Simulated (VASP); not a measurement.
# W (Fmmm) in VASP: further runs, part 2 of 2

VASP 6.6.1. The steps go on from the part before.

## (3) Single point, PBE (strain +0.0937 x Voigt [0, 0, 0, 1, 0, 0])

Input file INCAR:

```
ALGO = Fast
EDIFF = 1E-6
ENCUT = 520
GGA = PE
ISIF = 2
ISMEAR = 0
LASPH = T
LCHARG = F
LREAL = F
LWAVE = F
NBANDS = 13
NELM = 80
PREC = Accurate
SIGMA = 0.15
```

Input file KPOINTS:

```
k-points
0
Gamma
  20 20 20
```

Input file POSCAR:

```
W
1.0
   -1.5973000000      1.6721335050      1.6721335050
    1.5973000000     -1.5224664950      1.5224664950
    1.5973000000      1.5224664950     -1.5224664950
W
1
Direct
    0.0000000000      0.0000000000      0.0000000000
```

Potentials or basis: VASP PAW PBE potentials, release 64 (W_sv).

On the command line:

```console
$ cat potpaw_PBE.64/W_sv/POTCAR > POTCAR
$ mpirun -np 1 vasp_std > vasp.out
```

OUTCAR:

```text
EDIFF = 1E-6
   ENCUT = 520
   GGA = PE
   ISIF = 2
   ISMEAR = 0
   LASPH = T
   LREAL = F
   NELM = 80
   PREC = Accurate

 ion  position               nearest neighbor table
   1  0.000  0.000  0.000-

  LATTYP: Found a face centered orthorhombic cell.
 ALAT       =     3.1946000000
 B/A-ratio  =     1.3479576570
 C/A-ratio  =     1.4804694678

  Lattice vectors:

 A1 = (   0.0000000000,   3.1946000000,   0.1496670100)
 A2 = (   1.5973000000,   1.6721335050,   1.6721335050)
 A3 = (   1.5973000000,   1.5224664950,  -1.5224664950)

Analysis of symmetry for initial positions (statically):
=====================================================================
 Subroutine PRICEL returns:
 Original cell was already a primitive cell.

 Routine SETGRP: Setting up the symmetry group for a
 face centered orthorhombic supercell.

 Subroutine GETGRP returns: Found  8 space group operations
 (whereof  8 operations were pure point group operations)
 out of a pool of  8 trial point group operations.

The static configuration has the point symmetry D_2h.

Analysis of symmetry for dynamics (positions and initial velocities):
[... 172 lines left out ...]
      5       1.5901      2.00000
      6       9.0807      2.00000
      7       9.6338      2.00000
      8      10.6884      1.99994
      9      13.3231      0.00000
     10      13.6053      0.00000
     11      24.7028      0.00000
     12      25.5879      0.00000
     13      26.4257      0.00000
[... 354 lines left out ...]
  band No.  band energies     occupation
      1     -63.1183      2.00000
      2     -27.1186      2.00000
      3     -26.8163      2.00000
      4     -26.6479      2.00000
      5       2.8197      2.00000
      6       8.7450      2.00000
      7       9.1414      2.00000
      8      11.6709      0.00000
      9      12.9257      0.00000
     10      13.7326      0.00000
     11      26.3936      0.00000
     12      27.2545      0.00000
     13      27.5561      0.00000

 [... further k-points ...]

------------------------ aborting loop because EDIFF is reached ----------------------------------------

  FORCE on cell =-STRESS in cart. coord.  units (eV):
  Direction    XX          YY          ZZ          XY          YZ          ZX
  --------------------------------------------------------------------------------------
  -------------------------------------------------------------------------------------
  Total        0.0249578     -0.0707482     -0.0707482      0.0000000     -1.3849389      0.0000000
  in kB        2.4583987     -6.9688460     -6.9688460      0.0000000   -136.4193599      0.0000000
  external PRESSURE =      -3.8264311 kB  Pullay stress =       0.0000000 kB

 VOLUME and BASIS-vectors are now :
 -----------------------------------------------------------------------------
  energy-cutoff  :      520.00
  volume of cell :       16.27
      direct lattice vectors                 reciprocal lattice vectors
    -1.597300000  1.672133505  1.672133505     0.000000000  0.299019186  0.299019186
     1.597300000 -1.522466495  1.522466495     0.313028235 -0.014697633  0.313716819
     1.597300000  1.522466495 -1.522466495     0.313028235  0.313716819 -0.014697633

 POSITION                                       TOTAL-FORCE (eV/Angst)
 -----------------------------------------------------------------------------------
      0.00000      0.00000      0.00000         0.000000     -0.000000     -0.000000
 -----------------------------------------------------------------------------------
    total drift:                                0.000000     -0.000000      0.000000

  FREE ENERGIE OF THE ION-ELECTRON SYSTEM (eV)
  ---------------------------------------------------
  free  energy   TOTEN  =       -12.8950833964 eV

  energy  without entropy=      -12.8905368264  energy(sigma->0) =      -12.89281011
```

OSZICAR:

```text
N       E                     dE             d eps       ncg     rms          rms(c)
DAV:   1     0.845266258513E+02    0.84527E+02   -0.74375E+03 30472   0.122E+03
DAV:   2    -0.118592932179E+02   -0.96386E+02   -0.92565E+02 34181   0.315E+02
DAV:   3    -0.135168740128E+02   -0.16576E+01   -0.16522E+01 33261   0.401E+01
DAV:   4    -0.135237184893E+02   -0.68445E-02   -0.68443E-02 33611   0.285E+00
DAV:   5    -0.135237772056E+02   -0.58716E-04   -0.58717E-04 33786   0.249E-01    0.201E+01
RMM:   6    -0.130251891417E+02    0.49859E+00   -0.40634E-01 32885   0.596E+00    0.830E+00
RMM:   7    -0.128979126221E+02    0.12728E+00   -0.29533E-01 33078   0.509E+00    0.877E-01
RMM:   8    -0.128952711441E+02    0.26415E-02   -0.12164E-02 37700   0.121E+00    0.259E-01
RMM:   9    -0.128950912276E+02    0.17992E-03   -0.19276E-03 36722   0.525E-01    0.283E-02
RMM:  10    -0.128950915622E+02   -0.33460E-06   -0.29217E-04 38054   0.200E-01    0.127E-02
RMM:  11    -0.128950841929E+02    0.73693E-05   -0.29422E-05 39132   0.681E-02    0.387E-03
RMM:  12    -0.128950833964E+02    0.79648E-06   -0.81661E-06 34029   0.339E-02
   1 F= -.12895083E+02 E0= -.12892810E+02  d E =-.454657E-02
```

stdout:

```text
POSCAR found type information on POSCAR W
 POSCAR found :  1 types and       1 ions
 scaLAPACK will be used
 LDA part: xc-table for (Slater+PW92), standard interpolation
 POSCAR, INCAR and KPOINTS ok, starting setup
 FFT: planning ... GRIDC
 FFT: planning ... GRID_SOFT
 FFT: planning ... GRID
 WAVECAR not read
 entering main loop
WARNING in EDDRMM: call to ZHEGV failed, returncode =   8  4     13
WARNING in EDDRMM: call to ZHEGV failed, returncode =   6  3     12
WARNING in EDDRMM: call to ZHEGV failed, returncode =   8  4     12
WARNING in EDDRMM: call to ZHEGV failed, returncode =   8  4     12
WARNING in EDDRMM: call to ZHEGV failed, returncode =   6  3     11
```

Run time: 5.1 min. Hardware: 1 thread of Intel Xeon 8259CL, shared host; peak memory 0.33 GiB.

Results:

```yaml
Free_energy: -12.8951 eV
Pressure: -0.4 GPa
Band_gap_on_the_k_mesh: zero (bands 7 and 8 overlap by 4.94 eV)
```

Levels at points of the mesh, in eV from the Fermi level:
| k point | band 3 | band 4 | band 5 | band 6 | band 7 | band 8 | band 9 | band 10 | band 11 | band 12 |
| --- | --- | --- | --- | --- | --- | --- | --- | --- | --- | --- |
| (0.00, 0.00, 0.00) | -37.83 | -37.71 | -9.52 | -2.03 | -1.48 | -0.43 | 2.21 | 2.49 | 13.59 | 14.47 |
| (0.50, 0.00, 0.00) | -38.09 | -37.74 | -6.27 | -3.77 | -0.16 | 2.74 | 3.67 | 5.33 | 9.41 | 12.14 |
| (0.00, 0.50, 0.00) | -38.26 | -37.80 | -6.13 | -3.54 | 0.57 | 2.11 | 2.97 | 5.68 | 10.84 | 11.26 |
| (0.00, 0.50, 0.50) | -38.40 | -37.95 | -6.09 | -3.29 | 1.37 | 1.53 | 2.20 | 6.60 | 10.74 | 11.92 |
| (0.50, 0.50, 0.50) | -38.71 | -38.54 | -5.73 | -5.62 | 3.94 | 4.79 | 5.99 | 7.57 | 8.00 | 8.64 |

Caveat: the cell differs from its parent crystal (strain +0.0937 x Voigt [0, 0, 0, 1, 0, 0]); spin-orbit coupling is left out, which moves the levels of the heavy elements.

## (4) Single point, PBE (strain +0.0562 x Voigt [0, 0, 0, 1, 0, 0])

Input file INCAR:

```
SYSTEM = W
ALGO = Fast ; EDIFF = 1E-7
ENCUT = 520 ; GGA = PE
ISIF = 2 ; ISMEAR = 0
LASPH = .TRUE. ; LCHARG = .FALSE.
LREAL = .FALSE. ; LWAVE = .FALSE.
NBANDS = 13 ; NELM = 80
PREC = Accurate ; SIGMA = 0.15
```

Input file KPOINTS:

```
k-points
0
G
  20 20 20
  0 0 0
```

Input file POSCAR:

```
W
1.0
   -1.5973000000      1.6421841300      1.6421841300
    1.5973000000     -1.5524158700      1.5524158700
    1.5973000000      1.5524158700     -1.5524158700
W
1
Direct
    0.0000000000      0.0000000000      0.0000000000
```

On the command line:

```console
$ cat potpaw_PBE.64/W_sv/POTCAR > POTCAR
$ mpirun -np 1 vasp_std > vasp.out
```

Wall time 6.5 min (1 thread of Intel Xeon 8259CL, shared host); peak memory 0.33 GiB.

The run converged. Its results:

```yaml
Free_energy: -12.9363 eV
Pressure: -1.8 GPa
Band_gap_on_the_k_mesh: zero (bands 7 and 8 overlap by 5.42 eV)
```

Stress tensor (GPa, compression positive):
```
-1.56  0.00  0.00
 0.00 -1.94 -8.10
 0.00 -8.10 -1.94
```

Levels at points of the mesh, in eV from the Fermi level:
```tsv
k point	band 4	band 5	band 6	band 7	band 8	band 9	band 10	band 11
(0.00, 0.00, 0.00)	-37.77	-9.52	-1.70	-1.32	-0.74	2.18	2.29	13.92
(0.50, 0.00, 0.00)	-37.79	-6.20	-3.64	0.11	2.44	3.41	5.53	9.87
(0.00, 0.50, 0.00)	-37.84	-6.13	-3.49	0.56	2.07	2.98	5.80	10.69
(0.00, 0.50, 0.50)	-37.92	-6.09	-3.34	1.03	1.71	2.52	6.28	10.98
(0.50, 0.50, 0.50)	-38.59	-5.67	-5.64	4.33	4.88	5.56	7.72	7.99
```

Caveat: the cell differs from its parent crystal (strain +0.0562 x Voigt [0, 0, 0, 1, 0, 0]); spin-orbit coupling is left out, which moves the levels of the heavy elements.

## (5) The runs side by side

| cell | further INCAR settings | gap on the mesh (eV) | pressure (GPa) |
| --- | --- | --- | --- |
| a = 2.801, b = 2.732, c = 2.732 Å, angles 108.4, 109.5, 109.5°, 1 atom | ALGO = Fast; EDIFF = 1e-06; NBANDS = 13 | none | -2.3 |
| a = 2.854, b = 2.681, c = 2.681 Å, angles 106.9, 109.5, 109.5°, 1 atom | ALGO = Fast; EDIFF = 1e-06; NBANDS = 13 | none | -0.4 |
| a = 2.819, b = 2.715, c = 2.715 Å, angles 107.9, 109.5, 109.5°, 1 atom | ALGO = Fast; EDIFF = 1e-07; NBANDS = 13 | none | -1.8 |

Alike in all rows: task single point; level PBE; potentials or basis VASP PAW PBE potentials, release 64 (W_sv); no spin polarisation; k mesh 20 × 20 × 20; cutoff (eV) 520; smearing gaussian 0.15 eV.

Caveats: spin-orbit coupling is left out, which moves the levels of the heavy elements.

Absolute energies hang on the potentials; compare differences alone.
